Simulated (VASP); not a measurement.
Here is a VASP 6.6.1 calculation.

INCAR

```
PREC = Accurate
ENCUT = 520
EDIFF = 1E-7
ISMEAR = -1
SIGMA = 0.05
LREAL = F
LASPH = T
NELM = 60
ALGO = Normal
ISIF = 2
LWAVE = F
LCHARG = F
GGA = PE
NBANDS = 18
```

Contents of KPOINTS:

```
regular mesh
0
Gamma
  7 7 7
```

File POSCAR:

```
Sb
1.0
   -4.1090505274      4.1090505274      2.0652122148
    4.1090505274     -4.1090505274      2.0652122148
    4.1090505274      4.1090505274     -2.0652122148
Sb
4
Direct
    0.6512630600      0.1512630600      0.8025261200
    0.1512630600      0.3487369400      0.5000000000
    0.3487369400      0.8487369400      0.1974738800
    0.8487369400      0.6512630600      0.5000000000
```

Potentials or basis: VASP PAW PBE potentials, release 64 (Sb).

Command:

```bash
$ cat potpaw_PBE.64/Sb/POTCAR > POTCAR
$ mpirun -np 1 vasp_std > vasp.out
```

(1) What does it give for the pressure?

(2) Estimate the largest force.

## Answers

(1) -1.2 GPa.

(2) 0.086 eV/Å.
